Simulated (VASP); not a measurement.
# Al2O3 (R-3c) in VASP: vibrations by perturbation theory with PBEsol

Aim: the vibrations by perturbation theory of Al2O3 with PBEsol.

Everything below comes from runs of VASP 6.6.1. Logs are shortened: lines on timing, memory, paths and dates and some standing lists are left out, and cuts for length are marked.

**1. The cell of the first run**

It takes space group R-3c (No. 167, trigonal). Conventional cell: a = 4.774 Å, b = 4.774 Å, c = 13.015 Å, α = 90.00°, β = 90.00°, γ = 120.00°. Within 2.5 Å of Al (site symmetry 3) lie 6 O at 1.86 to 1.97 Å. O (site symmetry 2) has 4 Al at 1.86 to 1.97 Å and 12 O at 2.53 to 2.88 Å within 2.9 Å.

**2. Vibrations by perturbation theory, PBEsol**

File INCAR:

```
SYSTEM = Al2O3
PREC = Accurate ; ENCUT = 520
EDIFF = 1E-8 ; ISMEAR = 0
SIGMA = 0.01 ; LREAL = .False.
LASPH = .True. ; NELM = 80
ALGO = Normal ; ISIF = 2
LWAVE = .False. ; LCHARG = .False.
GGA = PS ; NBANDS = 35
IBRION = 8 ; NSW = 1
LEPSILON = .True. ; KPAR = 4
```

File KPOINTS:

```
regular mesh
0
Gamma
  6 6 6
  0 0 0
```

File POSCAR:

```
Al2O3
1.0
    2.3869362333      1.3780982768      4.3382751938
   -2.3869362333      1.3780982768      4.3382751938
    0.0000000000     -2.7561965537      4.3382751938
Al O
4 6
Direct
    0.8520790907      0.8520790907      0.8520790907
    0.3520790907      0.3520790907      0.3520790907
    0.1479209093      0.1479209093      0.1479209093
    0.6479209093      0.6479209093      0.6479209093
    0.4441400853      0.0558599147      0.7500000000
    0.0558599147      0.7500000000      0.4441400853
    0.5558599147      0.9441400853      0.2500000000
    0.2500000000      0.5558599147      0.9441400853
    0.9441400853      0.2500000000      0.5558599147
    0.7500000000      0.4441400853      0.0558599147
```

Potentials or basis: VASP PAW PBE potentials, release 64 (Al, O).

Launch:

```sh
$ cat potpaw_PBE.64/Al/POTCAR potpaw_PBE.64/O/POTCAR > POTCAR
$ mpirun -np 4 vasp_std > vasp.out
```

OUTCAR:

```text
SYSTEM = Al2O3
   PREC = Accurate
   ENCUT = 520
   EDIFF = 1E-8
   ISMEAR = 0
   LREAL = .False.
   LASPH = .True.
   NELM = 80
   ISIF = 2
   GGA = PS
   IBRION = 8
   NSW = 1
   LEPSILON = .True.

 ion  position               nearest neighbor table
   1  0.852  0.852  0.852-   9 1.86   8 1.86   7 1.86  10 1.97   5 1.97   6 1.97   4 2.66   3 2.80
                             3 2.80   3 2.80   4 3.23   4 3.23   4 3.23
   2  0.352  0.352  0.352-  10 1.86   6 1.86   5 1.86   9 1.97   7 1.97   8 1.97   3 2.66   4 2.80
                             4 2.80   4 2.80   3 3.23   3 3.23   3 3.23
   3  0.148  0.148  0.148-   6 1.86  10 1.86   5 1.86   8 1.97   7 1.97   9 1.97   2 2.66   1 2.80
                             1 2.80   1 2.80   2 3.23   2 3.23   2 3.23
   4  0.648  0.648  0.648-   8 1.86   9 1.86   7 1.86   6 1.97   5 1.97  10 1.97   1 2.66   2 2.80
                             2 2.80   2 2.80   1 3.23   1 3.23   1 3.23
   5  0.444  0.056  0.750-   2 1.86   3 1.86   1 1.97   4 1.97
   6  0.056  0.750  0.444-   3 1.86   2 1.86   4 1.97   1 1.97
   7  0.556  0.944  0.250-   1 1.86   4 1.86   3 1.97   2 1.97
   8  0.250  0.556  0.944-   4 1.86   1 1.86   3 1.97   2 1.97
   9  0.944  0.250  0.556-   1 1.86   4 1.86   2 1.97   3 1.97
  10  0.750  0.444  0.056-   2 1.86   3 1.86   1 1.97   4 1.97

  LATTYP: Found a trigonal (rhomboedric) cell.
 ALAT       =     5.1397715027
 COS(alpha) =     0.5686557575

  Lattice vectors:

 A1 = (   2.3869362333,   1.3780982768,   4.3382751938)
 A2 = (  -2.3869362333,   1.3780982768,   4.3382751938)
 A3 = (   0.0000000000,  -2.7561965537,   4.3382751938)

[... 1297 lines left out ...]
  3Y     0.001009    4.997162    0.000000   -1.254831   -0.419836   -0.000000    0.000929  -19.449363    0.000000    2.206475    2.294492   -0.000000    1.413368    3.365873   -1.917979   -1.420795    4.155420    1.987484   -0.366213    1.372562   -0.094119    0.159893    1.431227    0.098031   -0.052354    0.946273   -0.003912   -0.687481    1.306189   -0.069504
  3Z     0.000000    0.000000   -4.524352    0.000000   -0.000000    8.547754    0.000000    0.000000  -18.137027    0.000000   -0.000000    4.852867   -1.271435   -1.637978    2.053120   -0.782813    1.920084    2.053120    0.047300   -0.088457    1.033799    0.052956    0.085191    1.033799   -0.100256    0.003266    1.033799    2.054248   -0.282107    2.053120
  4X    -0.419836   -1.254831    0.000000    4.997162    0.001009    0.000000    2.294492    2.206475   -0.000000  -19.449363    0.000929    0.000000    1.127479    0.193763   -0.058856    1.068814   -0.332342   -0.052081    2.519115   -1.876640    1.187603    1.729568    0.957523    1.067217    4.578799    0.224209   -2.254820    1.553768   -0.120095    0.110937
  4Y     1.254831   -0.419836   -0.000000   -0.001009    4.997162    0.000000   -2.206475    2.294492   -0.000000   -0.000929  -19.449363    0.000000    0.366213    1.372562   -0.094119   -0.159893    1.431227    0.098031   -1.413368    3.365873   -1.917979    1.420795    4.155420    1.987484    0.687481    1.306189   -0.069504    0.052354    0.946273   -0.003912
  4Z     0.000000   -0.000000    8.547754   -0.000000    0.000000   -4.524352    0.000000   -0.000000    4.852867   -0.000000    0.000000  -18.137027   -0.047300   -0.088457    1.033799   -0.052956    0.085191    1.033799    1.271435   -1.637978    2.053120    0.782813    1.920084    2.053120   -2.054248   -0.282107    2.053120    0.100256    0.003266    1.033799
  5X     1.129097   -0.368982    0.052797    2.523781   -1.412799    1.263506    2.523781    1.412799   -1.263506    1.129097    0.368982   -0.052797  -17.586204    0.000000    0.000000    4.465720    1.315206   -0.298528   -0.296907    0.000000    0.000000    0.822958   -0.274531   -1.762005    0.822958    0.274531    1.762005    4.465720   -1.315206    0.298528
  5Y    -0.197062    1.371639   -0.088510   -1.874999    3.364616   -1.637839    1.874999    3.364616   -1.637839    0.197062    1.371639   -0.088510    0.000000  -18.177997    5.675635    1.492339    2.842938   -0.140608    0.000000    2.037993   -3.534313   -0.301221    0.490809    0.796296    0.301221    0.490809    0.796296   -1.492339    2.842938   -0.140608
  5Z     0.057960   -0.092642    1.034340    1.185578   -1.918797    2.056260   -1.185578   -1.918797    2.056260   -0.057960   -0.092642    1.034340    0.000000    5.674090  -15.254691   -0.272573   -0.187851   -0.490783   -0.000000   -3.532932    4.414088   -1.569773    1.128711    2.820484    1.569773    1.128711    2.820484    0.272573   -0.187851   -0.490783
  6X     1.556108   -0.049473   -0.103050    4.578065    0.688958   -2.050163    1.730748   -1.417142   -0.786657    1.065899   -0.160575   -0.050253    4.464336    1.493138   -0.271034  -18.030049    0.256254    4.915244    0.823154    0.301108    1.570615    0.324538   -0.013459   -0.191390    1.454268   -1.011041   -3.060805    2.032931   -0.087768    0.027494
  6Y     0.122447    0.944628   -0.001469    0.226758    1.310331   -0.275309   -0.954942    4.157648    1.913148   -0.332495    1.434837    0.089978    1.316005    2.844322   -0.188229    0.256254  -17.734152   -2.837817    0.274418    0.490613    1.127793    0.013232    0.989229   -1.924089   -1.011041    0.286818    1.767156    0.089366    5.275727    0.328836
  6Z    -0.109210   -0.003874    1.034340   -2.254517   -0.067342    2.056260   -1.068938    1.986140    2.056260   -0.051250    0.096516    1.034340   -0.298970   -0.142130   -0.490783    4.913906   -2.837045  -15.254691    1.762379    0.795108    2.820484    0.192606   -1.923819    2.820484   -3.059609    1.766466    4.414088   -0.026397    0.329981   -0.490783
  7X     2.523781    1.412799   -1.263506    1.129097    0.368982   -0.052797    1.129097   -0.368982    0.052797    2.523781   -1.412799    1.263506   -0.296907    0.000000    0.000000    0.822958    0.274531    1.762005  -17.586204    0.000000    0.000000    4.465720   -1.315206    0.298528    4.465720    1.315206   -0.298528    0.822958   -0.274531   -1.762005
  7Y     1.874999    3.364616   -1.637839    0.197062    1.371639   -0.088510   -0.197062    1.371639   -0.088510   -1.874999    3.364616   -1.637839    0.000000    2.037993   -3.534313    0.301221    0.490809    0.796296    0.000000  -18.177997    5.675635   -1.492339    2.842938   -0.140608    1.492339    2.842938   -0.140608   -0.301221    0.490809    0.796296
  7Z    -1.185578   -1.918797    2.056260   -0.057960   -0.092642    1.034340    0.057960   -0.092642    1.034340    1.185578   -1.918797    2.056260   -0.000000   -3.532932    4.414088    1.569773    1.128711    2.820484    0.000000    5.674090  -15.254691    0.272573   -0.187851   -0.490783   -0.272573   -0.187851   -0.490783   -1.569773    1.128711    2.820484
  8X     4.578065   -0.688958    2.050163    1.556108    0.049473    0.103050    1.065899    0.160575    0.050253    1.730748    1.417142    0.786657    0.823154   -0.301108   -1.570615    0.324538    0.013459    0.191390    4.464336   -1.493138    0.271034  -18.030049   -0.256254   -4.915244    2.032931    0.087768   -0.027494    1.454268    1.011041    3.060805
  8Y    -0.226758    1.310331   -0.275309   -0.122447    0.944628   -0.001469    0.332495    1.434837    0.089978    0.954942    4.157648    1.913148   -0.274418    0.490613    1.127793   -0.013232    0.989229   -1.924089   -1.316005    2.844322   -0.188229   -0.256254  -17.734152   -2.837817   -0.089366    5.275727    0.328836    1.011041    0.286818    1.767156
  8Z     2.254517   -0.067342    2.056260    0.109210   -0.003874    1.034340    0.051250    0.096516    1.034340    1.068938    1.986140    2.056260   -1.762379    0.795108    2.820484   -0.192606   -1.923819    2.820484    0.298970   -0.142130   -0.490783   -4.913906   -2.837045  -15.254691    0.026397    0.329981   -0.490783    3.059609    1.766466    4.414088
  9X     1.730748   -1.417142   -0.786657    1.065899   -0.160575   -0.050253    1.556108   -0.049473   -0.103050    4.578065    0.688958   -2.050163    0.823154    0.301108    1.570615    1.454268   -1.011041   -3.060805    4.464336    1.493138   -0.271034    2.032931   -0.087768    0.027494  -18.030049    0.256254    4.915244    0.324538   -0.013459   -0.191390
  9Y    -0.954942    4.157648    1.913148   -0.332495    1.434837    0.089978    0.122447    0.944628   -0.001469    0.226758    1.310331   -0.275309    0.274418    0.490613    1.127793   -1.011041    0.286818    1.767156    1.316005    2.844322   -0.188229    0.089366    5.275727    0.328836    0.256254  -17.734152   -2.837817    0.013232    0.989229   -1.924089
  9Z    -1.068938    1.986140    2.056260   -0.051250    0.096516    1.034340   -0.109210   -0.003874    1.034340   -2.254517   -0.067342    2.056260    1.762379    0.795108    2.820484   -3.059609    1.766466    4.414088   -0.298970   -0.142130   -0.490783   -0.026397    0.329981   -0.490783    4.913906   -2.837045  -15.254691    0.192606   -1.923819    2.820484
 10X     1.065899    0.160575    0.050253    1.730748    1.417142    0.786657    4.578065   -0.688958    2.050163    1.556108    0.049473    0.103050    4.464336   -1.493138    0.271034    2.032931    0.087768   -0.027494    0.823154   -0.301108   -1.570615    1.454268    1.011041    3.060805    0.324538    0.013459    0.191390  -18.030049   -0.256254   -4.915244
 10Y     0.332495    1.434837    0.089978    0.954942    4.157648    1.913148   -0.226758    1.310331   -0.275309   -0.122447    0.944628   -0.001469   -1.316005    2.844322   -0.188229   -0.089366    5.275727    0.328836   -0.274418    0.490613    1.127793    1.011041    0.286818    1.767156   -0.013232    0.989229   -1.924089   -0.256254  -17.734152   -2.837817
 10Z     0.051250    0.096516    1.034340    1.068938    1.986140    2.056260    2.254517   -0.067342    2.056260    0.109210   -0.003874    1.034340    0.298970   -0.142130   -0.490783    0.026397    0.329981   -0.490783   -1.762379    0.795108    2.820484    3.059609    1.766466    4.414088   -0.192606   -1.923819    2.820484   -4.913906   -2.837045  -15.254691

 Eigenvectors and eigenvalues of the dynamical matrix
   1 f  =   22.019955 THz   138.355460 2PiTHz  734.506646 cm-1    91.067177 meV
   2 f  =   22.019955 THz   138.355460 2PiTHz  734.506646 cm-1    91.067177 meV
   3 f  =   22.001467 THz   138.239295 2PiTHz  733.889950 cm-1    90.990716 meV
   4 f  =   20.264680 THz   127.326741 2PiTHz  675.956973 cm-1    83.807946 meV
   5 f  =   18.829681 THz   118.310376 2PiTHz  628.090554 cm-1    77.873269 meV
   6 f  =   18.531033 THz   116.433914 2PiTHz  618.128722 cm-1    76.638160 meV
[... 19 lines left out ...]
  26 f  =   10.946101 THz    68.776383 2PiTHz  365.122637 cm-1    45.269417 meV
  27 f  =    9.001214 THz    56.556295 2PiTHz  300.248177 cm-1    37.226013 meV
  28 f/i=    0.004346 THz     0.027308 2PiTHz    0.144976 cm-1     0.017975 meV
  29 f/i=    0.004346 THz     0.027308 2PiTHz    0.144976 cm-1     0.017975 meV
  30 f/i=    0.005282 THz     0.033186 2PiTHz    0.176180 cm-1     0.021843 meV

 MACROSCOPIC STATIC DIELECTRIC TENSOR IONIC CONTRIBUTION
 ------------------------------------------------------
           6.230979    -0.000000    -0.000000
          -0.000000     6.230979    -0.000000
          -0.000000    -0.000000     8.310919
 ------------------------------------------------------

 ELASTIC MODULI CONTR FROM IONIC RELAXATION (kBar)
 Direction    XX          YY          ZZ          XY          YZ          ZX
 --------------------------------------------------------------------------------
 XX        -371.6026    162.7336    140.0906     -0.0000    115.4585      0.0000
 YY         162.7336   -371.6026    140.0906      0.0000   -115.4585     -0.0000
 ZZ         140.0906    140.0906   -212.5011     -0.0000      0.0000      0.0000
 XY          -0.0000     -0.0000     -0.0000   -267.1795      0.0000    114.4189
 YZ         115.4585   -115.4585      0.0000      0.0000   -141.4963     -0.0000
 ZX           0.0000     -0.0000      0.0000    114.4189     -0.0000   -140.0313
 --------------------------------------------------------------------------------

 PIEZOELECTRIC TENSOR IONIC CONTR  for field in x, y, z        (C/m^2)
          XX          YY          ZZ          XY          YZ          ZX
  --------------------------------------------------------------------------------
  x    -0.00000     0.00000    -0.00000    -0.00000     0.00000     0.00000
  y     0.00000    -0.00000     0.00000     0.00000     0.00000     0.00000
  z    -0.00000     0.00000    -0.00000     0.00000     0.00000     0.00000
```

It took 40 min on 4 MPI ranks of Oxide Virtual Turin-like, shared host; peak memory 0.8 GiB.

What came out:

```yaml
Electronic_dielectric_tensor_diagonal: 3.28, 3.28, 3.24
Born_charges_mean_of_the_diagonal: Al +2.95; O -1.97 e
Highest_phonon_frequency_at_Γ_LO-TO_splitting_left_out: 735 cm⁻¹
```

Phonon frequencies in cm⁻¹ (negative: imaginary):
```
              q point                                                                                                        frequencies
(0.000, 0.000, 0.000)  0 0 0 300 365 365 378 378 385 408 423 423 428 428 436 436 516 561 561 564 564 573 589 618 618 628 676 734 735 735
```

Electronic dielectric tensor:
```
3.28 0.00 0.00
0.00 3.28 0.00
0.00 0.00 3.24
```

Born effective charge tensors (e):
atom 1, Al
```
 2.96  0.03  0.00
-0.03  2.96  0.00
 0.00  0.00  2.93
```
atom 2, Al
```
 2.96 -0.03  0.00
 0.03  2.96  0.00
 0.00  0.00  2.93
```
atom 3, Al
```
 2.96  0.03  0.00
-0.03  2.96  0.00
 0.00  0.00  2.93
```
atom 4, Al
```
 2.96 -0.03  0.00
 0.03  2.96  0.00
 0.00  0.00  2.93
```
atom 5, O
```
-2.07  0.00  0.00
 0.00 -1.87  0.26
 0.00  0.35 -1.95
```
atom 6, O
```
-1.92 -0.09  0.22
-0.09 -2.02 -0.13
 0.30 -0.18 -1.95
```
atom 7, O
```
-2.07  0.00  0.00
 0.00 -1.87  0.26
 0.00  0.35 -1.95
```
atom 8, O
```
-1.92  0.09 -0.22
 0.09 -2.02 -0.13
-0.30 -0.18 -1.95
```
atom 9, O
```
-1.92 -0.09  0.22
-0.09 -2.02 -0.13
 0.30 -0.18 -1.95
```
atom 10, O
```
-1.92  0.09 -0.22
 0.09 -2.02 -0.13
-0.30 -0.18 -1.95
```
